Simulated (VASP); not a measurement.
# Li (P1) in VASP: a series of runs

Runs on Li. Level: r2SCAN. Tasks: single point.

All numbers are computed with VASP 6.6.1; they aren't measurements. Logs are shortened: lines on timing, memory, paths and dates and some standing lists are left out, and cuts for length are marked.

## (1) The cell of the first run

The typed cell holds 16 atoms: a = 7.205 Å, b = 7.205 Å, c = 7.205 Å, α = 90.00°, β = 90.00°, γ = 90.00°.

## (2) Single point, r2SCAN

POSCAR reads:

```
Li
1.0
    7.2053150000      0.0000000000      0.0000000000
    0.0000000000      7.2053150000      0.0000000000
    0.0000000000      0.0000000000      7.2053150000
Li
16
Direct
    0.0157661393     -0.0090072398     -0.0200268829
    0.5305389147     -0.0141839739     -0.0174176979
    0.0072446520      0.5221978498     -0.0089794825
   -0.0358346582      0.0090211184      0.5038780400
    0.2362839099      0.2542428749      0.2671083776
    0.4919701637      0.5193804851     -0.0091182689
    0.4964946016     -0.0188194409      0.5013382482
    0.7398843770      0.2620149154      0.2573516911
    0.0107281916      0.5185477665      0.5071950359
    0.2818752546      0.7524029137      0.2856502457
    0.2316068069      0.2434036541      0.7545679821
    0.5242102531      0.4831294676      0.4838511571
    0.7632282558      0.7488916168      0.2492743204
    0.7476286602      0.2641244692      0.7729571851
    0.2187968187      0.7441589993      0.7421465960
    0.7418273871      0.7455746210      0.7278238356
```

INCAR.step1 reads:

```
PREC = Accurate
ENCUT = 520
ISMEAR = -1
SIGMA = 0.1
LREAL = Auto
LASPH = True
NELM = 80
NBANDS = 38
GGA = PE
ALGO = Normal
EDIFF = 1E-4
LWAVE = True
LCHARG = False
```

INCAR.step2 reads:

```
PREC = Accurate
ENCUT = 520
EDIFF = 1E-6
ISMEAR = -1
SIGMA = 0.1
LREAL = Auto
LASPH = True
NELM = 80
ALGO = Normal
ISIF = 2
LWAVE = False
LCHARG = True
METAGGA = R2SCAN
LMIXTAU = True
LELF = True
LVHAR = True
NBANDS = 38
ISTART = 1
```

KPOINTS reads:

```
Automatic mesh
0
Gamma
  2 2 2
```

Potentials or basis: VASP PAW PBE potentials, release 64 (Li_sv).

Command:

```bash
> cat potpaw_PBE.64/Li_sv/POTCAR > POTCAR
> cp INCAR.step1 INCAR
> mpirun -np 1 vasp_std > vasp.out
> cp INCAR.step2 INCAR
> mpirun -np 1 vasp_std > vasp.out
```

OUTCAR:

```text
PREC = Accurate
   ENCUT = 520
   EDIFF = 1E-6
   ISMEAR = -1
   LREAL = Auto
   LASPH = True
   NELM = 80
   ISIF = 2
   METAGGA = R2SCAN
   ISTART = 1

 ion  position               nearest neighbor table
   1  0.016  0.991  0.980-
   2  0.531  0.986  0.983-
   3  0.007  0.522  0.991-
   4  0.964  0.009  0.504-
   5  0.236  0.254  0.267-
   6  0.492  0.519  0.991-
[... 8 lines left out ...]
  15  0.219  0.744  0.742-
  16  0.742  0.746  0.728-

  LATTYP: Found a simple cubic cell.
 ALAT       =     7.2053150000

  Lattice vectors:

 A1 = (   7.2053150000,   0.0000000000,   0.0000000000)
 A2 = (   0.0000000000,   7.2053150000,   0.0000000000)
 A3 = (   0.0000000000,   0.0000000000,   7.2053150000)

Analysis of symmetry for initial positions (statically):
=====================================================================
 Subroutine PRICEL returns:
 Original cell was already a primitive cell.

 Routine SETGRP: Setting up the symmetry group for a
 simple cubic supercell.

 Subroutine GETGRP returns: Found  1 space group operations
 (whereof  1 operations were pure point group operations)
 out of a pool of 48 trial point group operations.

The static configuration has the point symmetry C_1 .

Analysis of symmetry for dynamics (positions and initial velocities):
=====================================================================
 Subroutine PRICEL returns:
 Original cell was already a primitive cell.

 Routine SETGRP: Setting up the symmetry group for a
 simple cubic supercell.

 Subroutine GETGRP returns: Found  1 space group operations
 (whereof  1 operations were pure point group operations)
 out of a pool of 48 trial point group operations.

The dynamic configuration has the point symmetry C_1 .

 Subroutine INISYM returns: Found  1 space group operations
 (whereof  1 operations are pure point group operations),
 and found     1 'primitive' translations

----------------------------------------------------------------------------------------

                                     Primitive cell

  volume of cell :     374.0752

  direct lattice vectors                    reciprocal lattice vectors
     7.205315000  0.000000000  0.000000000     0.138786438  0.000000000  0.000000000
     0.000000000  7.205315000  0.000000000     0.000000000  0.138786438  0.000000000
     0.000000000  0.000000000  7.205315000     0.000000000  0.000000000  0.138786438

  length of vectors
     7.205315000  7.205315000  7.205315000     0.138786438  0.138786438  0.138786438

  position of ions in fractional coordinates (direct lattice)
     0.015766139  0.990992760  0.979973117
     0.530538915  0.985816026  0.982582302
     0.007244652  0.522197850  0.991020517
     0.964165342  0.009021118  0.503878040
     0.236283910  0.254242875  0.267108378
     0.491970164  0.519380485  0.990881731
[... 8 lines left out ...]
     0.218796819  0.744158999  0.742146596
     0.741827387  0.745574621  0.727823836

  ion indices of the primitive-cell ions
   primitive index   ion index
                 1           1
                 2           2
                 3           3
                 4           4
                 5           5
                 6           6
[... 8 lines left out ...]
                15          15
                16          16

----------------------------------------------------------------------------------------

 KPOINTS: Automatic mesh

Automatic generation of k-mesh.
 Grid dimensions read from file:
 generate k-points for:    2    2    2

 Generating k-lattice:

  Cartesian coordinates                     Fractional coordinates (reciprocal lattice)
     0.069393219  0.000000000  0.000000000     0.500000000  0.000000000  0.000000000
     0.000000000  0.069393219  0.000000000     0.000000000  0.500000000  0.000000000
     0.000000000  0.000000000  0.069393219     0.000000000  0.000000000  0.500000000

  Length of vectors
     0.069393219  0.069393219  0.069393219

  Shift w.r.t. Gamma in fractional coordinates (k-lattice)
     0.000000000  0.000000000  0.000000000

 Subroutine IBZKPT returns following result:
 ===========================================

 Found      8 irreducible k-points:

 Following reciprocal coordinates:
            Coordinates               Weight
  0.000000  0.000000  0.000000      1.000000
  0.500000  0.000000  0.000000      1.000000
  0.000000  0.500000  0.000000      1.000000
  0.000000  0.000000  0.500000      1.000000
  0.500000  0.500000  0.000000      1.000000
  0.000000  0.500000  0.500000      1.000000
  0.500000  0.000000  0.500000      1.000000
  0.500000  0.500000  0.500000      1.000000
   k-points           NKPTS =      8   k-points in BZ     NKDIM =      8   number of bands    NBANDS=     38
   number of dos      NEDOS =    301   number of ions     NIONS =     16
   total plane-waves  NPLWV = 157464
   dimension x,y,z NGX =    54 NGY =   54 NGZ =   54
   dimension x,y,z NGXF=   108 NGYF=  108 NGZF=  108
   ions per type =              16
   NGX,Y,Z   is equivalent  to a cutoff of  12.46, 12.46, 12.46 a.u.
   NGXF,Y,Z  is equivalent  to a cutoff of  24.92, 24.92, 24.92 a.u.
 SYSTEM =  unknown system
   PREC   = accura    normal or accurate (medium, high low for compatibility)
   ISTART =      1    job   : 0-new  1-cont  2-samecut
   ICHARG =      0    charge: 1-file 2-atom 10-const
   ISPIN  =      1    spin polarized calculation?
   LNONCOLLINEAR =      F non collinear calculations
   LSORBIT =      F    spin-orbit coupling
   LASPH  =      T    aspherical Exc in radial PAW
   ENCUT  =  520.0 eV  38.22 Ry    6.18 a.u.  13.40 13.40 13.40*2*pi/ulx,y,z
   NELM   =     80;   NELMIN=  2; NELMDL=  0     # of ELM steps
   EDIFF  = 0.1E-05   stopping-criterion for ELM
   LREAL  =      T    real-space projection
   EDIFFG = 0.1E-04   stopping-criterion for IOM
   NSW    =      0    number of steps for IOM
   IBRION =     -1    ionic relax: 0-MD 1-quasi-New 2-CG
   NFREE  =      0    steps in history (QN), initial steepest desc. (CG)
   ISIF   =      2    stress and relaxation
   ISYM   =      2    0-nonsym 1-usesym 2-fastsym
   POTIM  = 0.5000    time-step for ionic-motion
   TEBEG  =    0.0;   TEEND  =   0.0 temperature during run
   PSTRESS=    0.0 pullay stress
   NELECT =      48.0000    total number of electrons
   NUPDOWN=      -1.0000    fix difference up-down
   EMIN   =  10.00;   EMAX   =-10.00  energy-range for DOS
   EFERMI =   0.00;   METHOD = LEGACY
   ISMEAR =    -1;   SIGMA  =   0.10  broadening in eV -4-tet -1-fermi 0-gaus
   EFERMI_NEDOS =   21; number of points for ismear=-14 and -15
   IALGO  =     38    algorithm
   IMIX   =      4    mixing-type and parameters
     AMIX     =   0.40;   BMIX     =  1.00
     AMIX_MAG =   1.60;   BMIX_MAG =  1.00
  volume/ion in A,a.u.               =      23.38       157.77
  Fermi-wavevector in a.u.,A,eV,Ry     =   0.825725  1.560395  9.276756  0.681822
  Thomas-Fermi vector in A             =   1.937634
   LORBIT       =      0    0 simple, 1 ext, 2 COOP (PROOUT), +10 PAW based schemes
   METAGGA = R2SCAN    functional components
   LHFCALC =     F    Hartree Fock is set to
   AEXX    =    0.0000 exact exchange contribution
   IVDW    =     0    specifies the selected vdW correction
   LEPSILON=     F    determine dielectric tensor
   LRPA    =     F    only Hartree local field effects (RPA)
 non-spin polarized calculation
  energy-cutoff  :      520.00
  volume of cell :      374.08
 maximum number of plane-waves:     10090
 NGX is ok and might be reduce to    54
   NGX = 27   NGY = 27   NGZ = 27

 number of electron      47.9999993 magnetization

 Free energy of the ion-electron system (eV)
  ---------------------------------------------------
  ext. energy  EPLUGINS =         0.00000000
  ---------------------------------------------------
  free energy    TOTEN  =       -37.44037315 eV

  energy without entropy =      -37.09724733  energy(sigma->0) =      -37.26881024

 E-fermi :   0.1422     XC(G=0):  -7.0813

 val. band max:        0.0884973059   @ k =   0.5000   0.5000   0.0000
 cond. band min:       0.1423860694   @ k =   0.5000   0.0000   0.5000
 fundamental gap:      0.0538887635
 Fermi energy:         0.1422146234

 k-point     1 :       0.0000    0.0000    0.0000
  band No.  band energies     occupation
      1     -48.3527      2.00000
      2     -48.2844      2.00000
      3     -48.2446      2.00000
      4     -48.2399      2.00000
      5     -48.2205      2.00000
      6     -48.2082      2.00000
[... 28 lines left out ...]
     35       3.3454      0.00000
     36       3.4881      0.00000

 k-point     2 :       0.5000    0.0000    0.0000
  band No.  band energies     occupation
      1     -48.3527      2.00000
      2     -48.2844      2.00000
      3     -48.2446      2.00000
      4     -48.2399      2.00000
      5     -48.2205      2.00000
      6     -48.2082      2.00000
[... 28 lines left out ...]
     35       3.5177      0.00000
     36       3.5268      0.00000

 k-point     3 :       0.0000    0.5000    0.0000
  band No.  band energies     occupation
      1     -48.3527      2.00000
      2     -48.2844      2.00000
      3     -48.2446      2.00000
      4     -48.2399      2.00000
      5     -48.2205      2.00000
      6     -48.2082      2.00000
[... 28 lines left out ...]
     35       3.4594      0.00000
     36       3.5278      0.00000
[... 118 lines left out ...]
 k-point     7 :       0.5000    0.0000    0.5000
  band No.  band energies     occupation
      1     -48.3527      2.00000
      2     -48.2844      2.00000
      3     -48.2446      2.00000
      4     -48.2399      2.00000
      5     -48.2205      2.00000
      6     -48.2082      2.00000
[... 28 lines left out ...]
     35       4.0562      0.00000
     36       4.1986      0.00000

 k-point     8 :       0.5000    0.5000    0.5000
  band No.  band energies     occupation
      1     -48.3527      2.00000
      2     -48.2844      2.00000
      3     -48.2446      2.00000
      4     -48.2399      2.00000
      5     -48.2205      2.00000
      6     -48.2082      2.00000
[... 28 lines left out ...]
     35       2.9737      0.00000
     36       3.0048      0.00000
 [bands above 36 left out]

------------------------ aborting loop because EDIFF is reached ----------------------------------------

  FORCE on cell =-STRESS in cart. coord.  units (eV):
  Direction    XX          YY          ZZ          XY          YZ          ZX
  --------------------------------------------------------------------------------------
  -------------------------------------------------------------------------------------
  Total       -2.7700871     -2.2492006     -2.4650008      0.0744652      0.2494220     -0.1592914
  in kB      -11.8643812     -9.6334057    -10.5576856      0.3189373      1.0682833     -0.6822509
  external PRESSURE =     -10.6851575 kB  Pullay stress =       0.0000000 kB

 VOLUME and BASIS-vectors are now :
 -----------------------------------------------------------------------------
  energy-cutoff  :      520.00
  volume of cell :      374.08
      direct lattice vectors                 reciprocal lattice vectors
     7.205315000  0.000000000  0.000000000     0.138786438  0.000000000  0.000000000
     0.000000000  7.205315000  0.000000000     0.000000000  0.138786438  0.000000000
     0.000000000  0.000000000  7.205315000     0.000000000  0.000000000  0.138786438

 POSITION                                       TOTAL-FORCE (eV/Angst)
 -----------------------------------------------------------------------------------
      0.11360      7.14041      7.06102        -0.212257     -0.050588      0.222211
      3.82270      7.10312      7.07982        -0.199037      0.025870      0.126782
      0.05220      3.76260      7.14062        -0.108899     -0.086673      0.175417
      6.94711      0.06500      3.63060         0.090615     -0.019510      0.061926
      1.70250      1.83190      1.92460         0.045686     -0.058266     -0.157319
      3.54480      3.74230      7.13962         0.005061      0.040847      0.059040
[... 8 lines left out ...]
      1.57650      5.36190      5.34740         0.306359      0.098541     -0.107840
      5.34510      5.37210      5.24420         0.051376     -0.081449      0.030247
 -----------------------------------------------------------------------------------
    total drift:                                0.044521      0.117203     -0.114568

  FREE ENERGIE OF THE ION-ELECTRON SYSTEM (eV)
  ---------------------------------------------------
  free  energy   TOTEN  =       -37.4403731489 eV

  energy  without entropy=      -37.0972473344  energy(sigma->0) =      -37.26881024
```

Wall time 19 min (1 thread of Oxide Virtual Turin-like, shared host); peak memory 0.4 GiB.

Results:

```yaml
Free_energy: -37.4404 eV
Largest_force: 0.339 eV/Å
Band_gap_on_the_k_mesh: zero (bands 24 and 25 overlap by 0.86 eV)
```

Forces on the atoms (eV/Å):
```
Li  -0.212 -0.051  0.222
Li  -0.199  0.026  0.127
Li  -0.109 -0.087  0.175
Li   0.091 -0.020  0.062
Li   0.046 -0.058 -0.157
Li   0.005  0.041  0.059
Li   0.067  0.228  0.163
Li   0.150 -0.082 -0.214
Li  -0.107 -0.154 -0.125
Li  -0.231 -0.022 -0.215
Li   0.207  0.090 -0.144
Li  -0.176  0.083  0.274
Li  -0.001 -0.016 -0.015
Li   0.113  0.005 -0.135
Li   0.306  0.099 -0.108
Li   0.051 -0.081  0.030
```

Caveat: the k points lie up to 0.44 Å⁻¹ apart, too coarse for converged energies and pressures of a metal; the cutoff is under 1.25 times the usual one of these potentials, so pressure, stress and relaxed cells hold a basis-set (Pulay) error; the PAW data sets were made with another functional, which shifts forces and pressure a little.

## (3) Single point, r2SCAN

POSCAR reads:

```
Li
1.0
    7.2053150000      0.0000000000      0.0000000000
    0.0000000000      7.2053150000      0.0000000000
    0.0000000000      0.0000000000      7.2053150000
Li
16
Direct
    0.0199019751     -0.0229552768     -0.0185835040
    0.5350078380     -0.0201656694     -0.0323233613
   -0.0027340928      0.5386856786     -0.0117829685
   -0.0697263062      0.0271605058      0.5054740841
    0.2247923928      0.2605854151      0.2887868192
    0.4977020436      0.5311495750     -0.0322678467
    0.4997005683     -0.0310604047      0.5053214190
    0.7371225269      0.2784611082      0.2616818279
    0.0009437478      0.5236689860      0.5285681473
    0.3037757544      0.7587870898      0.3080503767
    0.2206426784      0.2442502514      0.7546373753
    0.5454723354      0.4880147502      0.4736087180
    0.7899724023      0.7490720392      0.2474839754
    0.7575796478      0.2614458910      0.7957736754
    0.2139948080      0.7273935976      0.7444504508
    0.7480172623      0.7370253764      0.7084076130
```

INCAR.step1 is that of step 2.

INCAR.step2 is that of step 2.

KPOINTS is that of step 2.

Potentials or basis: VASP PAW PBE potentials, release 64 (Li_sv).

Command:

```bash
> cat potpaw_PBE.64/Li_sv/POTCAR > POTCAR
> cp INCAR.step1 INCAR
> mpirun -np 1 vasp_std > vasp.out
> cp INCAR.step2 INCAR
> mpirun -np 1 vasp_std > vasp.out
```

Run time: 16 min. Hardware: 1 thread of Oxide Virtual Turin-like, shared host; peak memory 0.4 GiB.

Results (log left out):

```
Free energy            : -36.9039 eV
Largest force          : 0.707 eV/Å
Band gap on the k mesh : zero (bands 24 and 25 overlap by 0.80 eV)
```

Forces on the atoms (eV/Å):
```
Li  -0.108  0.029  0.181
Li  -0.167 -0.034  0.225
Li  -0.045 -0.278  0.244
Li   0.291 -0.090  0.100
Li   0.116 -0.001 -0.227
Li  -0.089 -0.013  0.162
Li   0.224  0.447  0.286
Li   0.206 -0.241 -0.385
Li  -0.124 -0.266 -0.273
Li  -0.540 -0.218 -0.402
Li   0.257  0.051 -0.142
Li  -0.244  0.088  0.447
Li  -0.194  0.036 -0.001
Li   0.030  0.160 -0.242
Li   0.379  0.301 -0.197
Li   0.008  0.031  0.225
```

Levels at points of the mesh, in eV from the Fermi level:
| k point | band 21 | band 22 | band 23 | band 24 | band 25 | band 26 |
| --- | --- | --- | --- | --- | --- | --- |
| (0.00, 0.00, 0.00) | -1.02 | -1.01 | -0.91 | 0.43 | 0.47 | 0.50 |
| (0.50, 0.00, 0.00) | -0.56 | -0.53 | -0.45 | -0.38 | -0.36 | -0.29 |
| (0.00, 0.50, 0.00) | -0.55 | -0.49 | -0.44 | -0.42 | -0.35 | -0.29 |
| (0.00, 0.00, 0.50) | -0.54 | -0.51 | -0.42 | -0.39 | -0.37 | -0.33 |
| (0.50, 0.50, 0.00) | -0.20 | -0.01 | 0.07 | 0.13 | 0.14 | 0.27 |
| (0.00, 0.50, 0.50) | -0.20 | -0.10 | 0.01 | 0.08 | 0.20 | 0.23 |
| (0.50, 0.00, 0.50) | -0.17 | -0.05 | 0.04 | 0.13 | 0.15 | 0.21 |
| (0.50, 0.50, 0.50) | -1.61 | -1.58 | -1.56 | -1.45 | 2.20 | 2.33 |

Caveat: the k points lie up to 0.44 Å⁻¹ apart, too coarse for converged energies and pressures of a metal; the cutoff is under 1.25 times the usual one of these potentials, so pressure, stress and relaxed cells hold a basis-set (Pulay) error; the PAW data sets were made with another functional, which shifts forces and pressure a little.

(Continued in part 2 of 2.)

The gap in the log of VASP goes by the Fermi energy; the results here count the filled bands.